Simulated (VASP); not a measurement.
# HPbNO4 (P2_1/m) in VASP: notebook

The runs below take HPbNO4 through single point, with PBE+D3(BJ).

Everything below comes from runs of VASP 6.6.1. Logs are shortened: lines on timing, memory, paths and dates and some standing lists are left out, and cuts for length are marked.

### 1 The cell of the first run

The structure is monoclinic, space group P2_1/m (No. 11). The conventional cell has a = 6.889 Å, b = 4.161 Å, c = 7.922 Å, α = 90.00°, β = 115.14°, γ = 90.00°. Within 1.3 Å of H (site symmetry m) lie 1 O at 0.99 Å. Within 3.3 Å of Pb (site symmetry m) lie 8 O at 2.46 to 3.06 Å and 3 H at 2.96 to 2.98 Å and 1 N at 3.27 Å. Within 1.7 Å of N (site symmetry m) lie 3 O at 1.24 to 1.28 Å. O (site symmetry m) has 1 H at 0.99 Å within 1.3 Å. Within 1.7 Å of O (site symmetry m) lie 1 N at 1.24 Å. O (site symmetry m) has 1 N at 1.27 Å within 1.7 Å. Within 1.7 Å of O (site symmetry m) lie 1 N at 1.28 Å.

### 2 Single point, PBE+D3(BJ)

INCAR reads:

```
  PREC = Accurate
  ENCUT = 520
  EDIFF = 1E-6
  ISMEAR = -1
  SIGMA = 0.05
  LREAL = False
  LASPH = True
  NELM = 100
  ALGO = Normal
  ISIF = 2
  LWAVE = False
  LCHARG = False
  GGA = PE
  IVDW = 12
  NBANDS = 57
```

KPOINTS reads:

```
regular mesh
0
Gamma
  3 5 3
```

POSCAR reads:

```
HPbNO4
1.0
    6.8891021610      0.0000000000      0.0192249789
    0.0000000000      4.1607253413      0.0000000000
   -3.3856158582      0.0000000000      7.1621852680
H Pb N O
2 2 2 8
Direct
    0.2245391054      0.7500000000      0.5117678213
    0.7754608946      0.2500000000      0.4882321787
    0.2993963102      0.2500000000      0.2808770804
    0.7006036898      0.7500000000      0.7191229196
    0.2171416305      0.7500000000      0.8373744712
    0.7828583695      0.2500000000      0.1626255288
    0.3286161957      0.7500000000      0.4562703885
    0.4109586117      0.7500000000      0.8738081945
    0.1556841077      0.7500000000      0.9679240294
    0.0748397904      0.7500000000      0.6686981221
    0.6713838043      0.2500000000      0.5437296115
    0.5890413883      0.2500000000      0.1261918055
    0.8443158923      0.2500000000      0.0320759706
    0.9251602096      0.2500000000      0.3313018779
```

Potentials or basis: VASP PAW PBE potentials, release 64 (H, Pb_d, N, O).

Started as:

```bash
> cat potpaw_PBE.64/H/POTCAR potpaw_PBE.64/Pb_d/POTCAR potpaw_PBE.64/N/POTCAR potpaw_PBE.64/O/POTCAR > POTCAR
> mpirun -np 1 vasp_std > vasp.out
```

OUTCAR:

```text
PREC = Accurate
   ENCUT = 520
   EDIFF = 1E-6
   ISMEAR = -1
   LREAL = False
   LASPH = True
   NELM = 100
   ISIF = 2
   GGA = PE
   IVDW = 12
 IVDW          = 12

 ion  position               nearest neighbor table
   1  0.225  0.750  0.512-   7 0.99
   2  0.775  0.250  0.488-  11 0.99
   3  0.299  0.250  0.281-   7 2.46   7 2.46  11 2.52  12 2.75  14 2.77  13 2.91   4 3.98   4 3.98

   4  0.701  0.750  0.719-  11 2.46  11 2.46   7 2.52   8 2.75  10 2.77   9 2.91   3 3.98   3 3.98

   5  0.217  0.750  0.837-   8 1.24   9 1.27  10 1.28
   6  0.783  0.250  0.163-  12 1.24  13 1.27  14 1.28
   7  0.329  0.750  0.456-   1 0.99   3 2.46   3 2.46   4 2.52
   8  0.411  0.750  0.874-   5 1.24   4 2.75
   9  0.156  0.750  0.968-   5 1.27   4 2.91
  10  0.075  0.750  0.669-   5 1.28   4 2.77
  11  0.671  0.250  0.544-   2 0.99   4 2.46   4 2.46   3 2.52
  12  0.589  0.250  0.126-   6 1.24   3 2.75
  13  0.844  0.250  0.032-   6 1.27   3 2.91
  14  0.925  0.250  0.331-   6 1.28   3 2.77

  LATTYP: Found a simple monoclinic cell.
 ALAT       =     6.8891289859
 B/A-ratio  =     0.6039552097
 C/A-ratio  =     1.1499387360
 COS(beta)  =    -0.4248401026

  Lattice vectors:

 A1 = (   6.8891021610,   0.0000000000,   0.0192249789)
 A2 = (   0.0000000000,   4.1607253413,   0.0000000000)
 A3 = (  -3.3856158582,   0.0000000000,   7.1621852680)

Analysis of symmetry for initial positions (statically):
=====================================================================
 Subroutine PRICEL returns:
 Original cell was already a primitive cell.

 Routine SETGRP: Setting up the symmetry group for a
 simple monoclinic supercell.

 Subroutine GETGRP returns: Found  4 space group operations
 (whereof  2 operations were pure point group operations)
 out of a pool of  4 trial point group operations.

The static configuration has the point symmetry S_2 .
 The point group associated with its full space group is C_2h.

Analysis of symmetry for dynamics (positions and initial velocities):
=====================================================================
 Subroutine PRICEL returns:
 Original cell was already a primitive cell.

 Routine SETGRP: Setting up the symmetry group for a
 simple monoclinic supercell.

 Subroutine GETGRP returns: Found  4 space group operations
 (whereof  2 operations were pure point group operations)
 out of a pool of  4 trial point group operations.

The dynamic configuration has the point symmetry S_2 .
 The point group associated with its full space group is C_2h.

 Subroutine INISYM returns: Found  4 space group operations
 (whereof  2 operations are pure point group operations),
 and found     1 'primitive' translations

----------------------------------------------------------------------------------------

                                     Primitive cell

  volume of cell :     205.5653

  direct lattice vectors                    reciprocal lattice vectors
     6.889102161  0.000000000  0.019224979     0.144965565  0.000000000  0.068526252
     0.000000000  4.160725341  0.000000000     0.000000000  0.240342709  0.000000000
    -3.385615858  0.000000000  7.162185268    -0.000389121  0.000000000  0.139438251

  length of vectors
     6.889128986  4.160725341  7.922076278     0.160346070  0.240342709  0.139438794

  position of ions in fractional coordinates (direct lattice)
     0.224539105  0.750000000  0.511767821
     0.775460895  0.250000000  0.488232179
     0.299396310  0.250000000  0.280877080
     0.700603690  0.750000000  0.719122920
     0.217141631  0.750000000  0.837374471
     0.782858369  0.250000000  0.162625529
     0.328616196  0.750000000  0.456270389
     0.410958612  0.750000000  0.873808195
     0.155684108  0.750000000  0.967924029
     0.074839790  0.750000000  0.668698122
     0.671383804  0.250000000  0.543729611
     0.589041388  0.250000000  0.126191805
     0.844315892  0.250000000  0.032075971
     0.925160210  0.250000000  0.331301878

  ion indices of the primitive-cell ions
   primitive index   ion index
                 1           1
                 2           2
[... 26 lines left out ...]
    -0.000129707  0.000000000  0.046479417    -0.000000000  0.000000000  0.333333333

  Length of vectors
     0.053448690  0.048068542  0.046479598

  Shift w.r.t. Gamma in fractional coordinates (k-lattice)
     0.000000000  0.000000000  0.000000000

 Subroutine IBZKPT returns following result:
 ===========================================

 Found     15 irreducible k-points:

 Following reciprocal coordinates:
            Coordinates               Weight
  0.000000  0.000000  0.000000      1.000000
  0.333333  0.000000  0.000000      2.000000
  0.000000  0.200000  0.000000      2.000000
  0.333333  0.200000  0.000000      4.000000
  0.000000  0.400000  0.000000      2.000000
  0.333333  0.400000  0.000000      4.000000
  0.000000  0.000000  0.333333      2.000000
  0.333333  0.000000  0.333333      2.000000
[... 23 lines left out ...]
   ENCUT  =  520.0 eV  38.22 Ry    6.18 a.u.  12.81  7.74 14.73*2*pi/ulx,y,z
   NELM   =    100;   NELMIN=  2; NELMDL= -5     # of ELM steps
   EDIFF  = 0.1E-05   stopping-criterion for ELM
   LREAL  =      F    real-space projection
   EDIFFG = 0.1E-04   stopping-criterion for IOM
   NSW    =      0    number of steps for IOM
   IBRION =     -1    ionic relax: 0-MD 1-quasi-New 2-CG
   NFREE  =      0    steps in history (QN), initial steepest desc. (CG)
   ISIF   =      2    stress and relaxation
   ISYM   =      2    0-nonsym 1-usesym 2-fastsym
   POTIM  = 0.5000    time-step for ionic-motion
   TEBEG  =    0.0;   TEEND  =   0.0 temperature during run
   PSTRESS=    0.0 pullay stress
   NELECT =      88.0000    total number of electrons
   NUPDOWN=      -1.0000    fix difference up-down
   EMIN   =  10.00;   EMAX   =-10.00  energy-range for DOS
   EFERMI =   0.00;   METHOD = LEGACY
   ISMEAR =    -1;   SIGMA  =   0.05  broadening in eV -4-tet -1-fermi 0-gaus
   EFERMI_NEDOS =   21; number of points for ismear=-14 and -15
   IALGO  =     38    algorithm
   IMIX   =      4    mixing-type and parameters
     AMIX     =   0.40;   BMIX     =  1.00
     AMIX_MAG =   1.60;   BMIX_MAG =  1.00
  volume/ion in A,a.u.               =      14.68        99.09
  Fermi-wavevector in a.u.,A,eV,Ry     =   1.233822  2.331585 20.712373  1.522316
  Thomas-Fermi vector in A             =   2.368537
   LORBIT       =      0    0 simple, 1 ext, 2 COOP (PROOUT), +10 PAW based schemes
   GGA     = PE    functional components
   LHFCALC =     F    Hartree Fock is set to
   AEXX    =    0.0000 exact exchange contribution
   IVDW    =    12    specifies the selected vdW correction
   LEPSILON=     F    determine dielectric tensor
   LRPA    =     F    only Hartree local field effects (RPA)
 non-spin polarized calculation
  energy-cutoff  :      520.00
  volume of cell :      205.57
 maximum number of plane-waves:      5553
 NGX is ok and might be reduce to    54
   NGX = 25   NGY = 15   NGZ = 29

 number of electron      88.0000011 magnetization

 Free energy of the ion-electron system (eV)
  ---------------------------------------------------
  ext. energy  EPLUGINS =         0.00000000
  ---------------------------------------------------
  free energy    TOTEN  =       -81.08835468 eV

  energy without entropy =      -81.08835468  energy(sigma->0) =      -81.08835468

 E-fermi :   1.8297     XC(G=0):  -8.5230

 val. band max:        0.7067029158   @ k =  -0.3333   0.0000   0.3333
 cond. band min:       3.7606842824   @ k =   0.0000   0.2000   0.3333
 fundamental gap:      3.0539813665
 Fermi energy:         1.8297140016

 k-point     1 :       0.0000    0.0000    0.0000
  band No.  band energies     occupation
      1     -25.0281      2.00000
      2     -24.9829      2.00000
      3     -19.7171      2.00000
      4     -19.6094      2.00000
      5     -19.3276      2.00000
      6     -19.2702      2.00000
[... 874 lines left out ...]
     55       9.4783      0.00000
     56       9.5559      0.00000
 [bands above 56 left out]

------------------------ aborting loop because EDIFF is reached ----------------------------------------

 Edisp (eV)   -1.44897

 E8    (eV) :    -0.5109

  FORCE on cell =-STRESS in cart. coord.  units (eV):
  Direction    XX          YY          ZZ          XY          YZ          ZX
  --------------------------------------------------------------------------------------
  -------------------------------------------------------------------------------------
  Total       1.53411    -0.29145     1.03815     0.00000     0.00000     0.00448
  in kB      11.95685    -2.27156     8.09138     0.00000     0.00000     0.03492
  external pressure =        5.93 kB  Pullay stress =        0.00 kB

 VOLUME and BASIS-vectors are now :
 -----------------------------------------------------------------------------
  energy-cutoff  :      520.00
  volume of cell :      205.57
      direct lattice vectors                 reciprocal lattice vectors
     6.889102161  0.000000000  0.019224979     0.144965565  0.000000000  0.068526252
     0.000000000  4.160725341  0.000000000     0.000000000  0.240342709  0.000000000
    -3.385615858  0.000000000  7.162185268    -0.000389121  0.000000000  0.139438251

 POSITION                                       TOTAL-FORCE (eV/Angst)
 -----------------------------------------------------------------------------------
     -0.18578      3.12054      3.66969        -0.088351     -0.000000      0.036678
      3.68926      1.04018      3.51172         0.088351     -0.000000     -0.036678
      1.11163      1.04018      2.01745         0.010873     -0.000000     -0.013143
      2.39186      3.12054      5.16396        -0.010873     -0.000000      0.013143
     -1.33912      3.12054      6.00161        -0.110817     -0.000000     -0.019969
      4.84260      1.04018      1.17980         0.110817     -0.000000      0.019969
      0.71911      3.12054      3.27421         0.071392      0.000000     -0.033296
     -0.12724      3.12054      6.26628         0.467836     -0.000000      0.091545
     -2.20450      3.12054      6.93544        -0.236808      0.000000      0.256359
     -1.74838      3.12054      4.79078        -0.102976     -0.000000     -0.324381
      2.78437      1.04018      3.90720        -0.071392     -0.000000      0.033296
      3.63073      1.04018      0.91513        -0.467836      0.000000     -0.091545
      5.70798      1.04018      0.24597         0.236808     -0.000000     -0.256359
      5.25186      1.04018      2.39063         0.102976     -0.000000      0.324381
 -----------------------------------------------------------------------------------
    total drift:                                0.000000     -0.000000     -0.000000

  FREE ENERGIE OF THE ION-ELECTRON SYSTEM (eV)
  ---------------------------------------------------
  free  energy   TOTEN  =       -82.5373222442 eV

  energy  without entropy=      -82.5373222442  energy(sigma->0) =      -82.53732224
```

Run time: 2.8 min. Hardware: 1 thread of Intel Xeon Platinum 8488C (Sapphire Rapids), shared host; peak memory 0.4 GiB.

What came out:

* Free energy: -82.5373 eV
* Pressure: 0.6 GPa
* Largest force: 0.477 eV/Å
* Band gap on the k mesh: 3.05 eV, indirect (least direct gap 3.18 eV)
* Dispersion energy per atom: -0.103 eV

Forces on the atoms (eV/Å):
```
H   -0.088  0.000  0.037
H    0.088  0.000 -0.037
Pb   0.011  0.000 -0.013
Pb  -0.011  0.000  0.013
N   -0.111  0.000 -0.020
N    0.111  0.000  0.020
O    0.071  0.000 -0.033
O    0.468  0.000  0.092
O   -0.237  0.000  0.256
O   -0.103  0.000 -0.324
O   -0.071  0.000  0.033
O   -0.468  0.000 -0.092
O    0.237  0.000 -0.256
O    0.103  0.000  0.324
```

Stress tensor (GPa, compression positive):
```
 1.20  0.00  0.00
 0.00 -0.23  0.00
 0.00  0.00  0.81
```

Levels at points of the mesh, in eV from the valence-band top:
| k point | band 42 | band 43 | band 44 | band 45 | band 46 | band 47 |
| --- | --- | --- | --- | --- | --- | --- |
| (0.00, 0.00, 0.00) | -0.42 | -0.42 | -0.05 | 3.13 | 3.84 | 4.16 |

Caveat: the standard files for N, O and F lose accuracy on very short bonds; spin-orbit coupling is left out, which moves the levels of the heavy elements. A k mesh can miss the band edges.

### 3 Single point, PBE+D3(BJ)

This run uses another cell than the first one, of 14.71 Å³/atom, 1.002 times its volume.

INCAR reads:

```
SYSTEM = HPbNO4
ALGO = Normal ; EDIFF = 1E-6
ENCUT = 520 ; GGA = PE
ISIF = 2 ; ISMEAR = -1
IVDW = 12 ; LASPH = .True.
LCHARG = .True. ; LELF = .True.
LREAL = .False. ; LVHAR = .True.
LWAVE = .False. ; NBANDS = 57
NELM = 100 ; PREC = Accurate
SIGMA = 0.05
```

KPOINTS reads:

```
k-points
0
Gamma
  3 5 3
  0 0 0
```

POSCAR reads:

```
HPbNO4
1.0
    6.8868395808      0.0000000000      0.0158449552
    0.0000000000      4.1684300678      0.0000000000
   -3.3880821684      0.0000000000      7.1678532941
H Pb N O
2 2 2 8
Direct
    0.2251459680      0.7500000000      0.5117965339
    0.7748540320      0.2500000000      0.4882034661
    0.2993213768      0.2500000000      0.2810694955
    0.7006786232      0.7500000000      0.7189305045
    0.2177505619      0.7500000000      0.8376022498
    0.7822494381      0.2500000000      0.1623977502
    0.3289383988      0.7500000000      0.4560503672
    0.4116470086      0.7500000000      0.8739320931
    0.1564206994      0.7500000000      0.9681229547
    0.0753148789      0.7500000000      0.6690089954
    0.6710616012      0.2500000000      0.5439496328
    0.5883529914      0.2500000000      0.1260679069
    0.8435793006      0.2500000000      0.0318770453
    0.9246851211      0.2500000000      0.3309910046
```

Potentials or basis: VASP PAW PBE potentials, release 64 (H, Pb_d, N, O).

Started as:

```bash
> cat potpaw_PBE.64/H/POTCAR potpaw_PBE.64/Pb_d/POTCAR potpaw_PBE.64/N/POTCAR potpaw_PBE.64/O/POTCAR > POTCAR
> mpirun -np 1 vasp_std > vasp.out
```

Wall time 3 min (1 thread of Intel Xeon Platinum 8488C (Sapphire Rapids), shared host); peak memory 0.4 GiB.

Results (log left out):

```
Free energy                : -82.5373 eV
Pressure                   : 0.5 GPa
Largest force              : 0.481 eV/Å
Band gap on the k mesh     : 3.06 eV, indirect (least direct gap 3.19 eV)
Dispersion energy per atom : -0.103 eV
```

Forces on the atoms (eV/Å):
```
H   -0.094  0.000  0.035
H    0.094  0.000 -0.035
Pb   0.009  0.000 -0.011
Pb  -0.009  0.000  0.011
N   -0.115  0.000 -0.016
N    0.115  0.000  0.016
O    0.071  0.000 -0.031
O    0.471  0.000  0.093
O   -0.234  0.000  0.250
O   -0.108  0.000 -0.326
O   -0.071  0.000  0.031
O   -0.471  0.000 -0.093
O    0.234  0.000 -0.250
O    0.108  0.000  0.326
```

Stress tensor (GPa, compression positive):
```
 1.14  0.00  0.02
 0.00 -0.30  0.00
 0.02  0.00  0.72
```

Levels at points of the mesh, in eV from the valence-band top:
| k point | band 41 | band 42 | band 43 | band 44 | band 45 | band 46 | band 47 | band 48 |
| --- | --- | --- | --- | --- | --- | --- | --- | --- |
| (0.00, 0.00, 0.00) | -1.33 | -0.42 | -0.41 | -0.05 | 3.14 | 3.84 | 4.16 | 4.24 |

Caveat: the standard files for N, O and F lose accuracy on very short bonds; three body term missing; spin-orbit coupling is left out, which moves the levels of the heavy elements.

### 4 Single point, PBE+D3(BJ)

This run uses another cell than the first one, of 15.07 Å³/atom, 1.026 times its volume.

INCAR reads:

```
PREC = Accurate
ENCUT = 520
EDIFF = 1E-7
ISMEAR = -1
SIGMA = 0.05
LREAL = F
LASPH = T
NELM = 80
ALGO = Normal
ISIF = 2
LWAVE = F
LCHARG = F
GGA = PE
IVDW = 12
NBANDS = 57
```

KPOINTS reads:

```
Automatic mesh
0
Gamma
  3 5 3
```

POSCAR reads:

```
HPbNO4
1.0
    6.8587700000      0.0000000000      0.0000000000
    0.0000000000      4.2286500000      0.0000000000
   -3.3910100000      0.0000000000      7.2745900000
H Pb N O
2 2 2 8
Direct
    0.2254900000      0.7500000000      0.5073000000
    0.7745100000      0.2500000000      0.4927000000
    0.3022900000      0.2500000000      0.2849400000
    0.6977100000      0.7500000000      0.7150600000
    0.2148400000      0.7500000000      0.8356700000
    0.7851600000      0.2500000000      0.1643300000
    0.3307800000      0.7500000000      0.4533800000
    0.4090900000      0.7500000000      0.8690100000
    0.1550800000      0.7500000000      0.9653700000
    0.0708300000      0.7500000000      0.6695500000
    0.6692200000      0.2500000000      0.5466100000
    0.5909100000      0.2500000000      0.1309900000
    0.8449200000      0.2500000000      0.0346300000
    0.9291700000      0.2500000000      0.3304500000
```

Started as:

```bash
> cat potpaw_PBE.64/H/POTCAR potpaw_PBE.64/Pb_d/POTCAR potpaw_PBE.64/N/POTCAR potpaw_PBE.64/O/POTCAR > POTCAR
> mpirun -np 1 vasp_std > vasp.out
```

Wall time 3.7 min (1 thread of Intel Xeon Platinum 8488C (Sapphire Rapids), shared host); peak memory 0.41 GiB.

Results (log left out):

| Property | Result |
| --- | --- |
| Free energy | -82.5176 eV |
| Pressure | 0.1 GPa |
| Largest force | 0.423 eV/Å |
| Band gap on the k mesh | 3.13 eV, indirect (least direct gap 3.28 eV) |
| Dispersion energy per atom | -0.101 eV |

Forces in eV/Å, atoms in the order of the input:
```
H   -0.098  0.000  0.037
H    0.100  0.000 -0.038
Pb   0.008  0.000 -0.125
Pb  -0.008  0.000  0.124
N   -0.078  0.000 -0.017
N    0.078  0.000  0.018
O    0.013  0.000 -0.018
O    0.408  0.000  0.111
O   -0.226  0.000  0.274
O   -0.046  0.000 -0.341
O   -0.016  0.000  0.019
O   -0.408  0.000 -0.111
O    0.226  0.000 -0.274
O    0.046  0.000  0.341
```

Stress tensor (GPa, compression positive):
```
 0.77  0.00  0.07
 0.00 -0.77  0.00
 0.07  0.00  0.23
```

Levels at points of the mesh, in eV from the valence-band top:
| k point | band 41 | band 42 | band 43 | band 44 | band 45 | band 46 | band 47 | band 48 |
| --- | --- | --- | --- | --- | --- | --- | --- | --- |
| (0.00, 0.00, 0.00) | -1.29 | -0.33 | -0.30 | -0.05 | 3.23 | 3.89 | 4.23 | 4.23 |

Caveat: the standard files for N, O and F lose accuracy on very short bonds; three body term missing; spin-orbit coupling is left out, which moves the levels of the heavy elements.

### 5 Summary

```tsv
cell	gap on the mesh (eV)	pressure (GPa)	largest force (eV/Å)
a = 6.889, b = 4.161, c = 7.922 Å, angles 90.0, 115.1, 90.0°, 14 atoms	3.05	0.6	0.48
a = 6.887, b = 4.168, c = 7.928 Å, angles 90.0, 115.2, 90.0°, 14 atoms	3.06	0.5	0.48
a = 6.859, b = 4.229, c = 8.026 Å, angles 90.0, 115.0, 90.0°, 14 atoms	3.13	0.1	0.42
```

Alike in all rows: task single point; level PBE+D3(BJ); potentials or basis VASP PAW PBE potentials, release 64 (H, Pb_d, N, O); no spin polarisation; k mesh 3 × 5 × 3; cutoff (eV) 520; smearing fermi-dirac 0.05 eV.

Caveats: the standard files for N, O and F lose accuracy on very short bonds; spin-orbit coupling is left out, which moves the levels of the heavy elements; three body term missing (some runs).

Absolute energies hang on the potentials; compare differences alone.
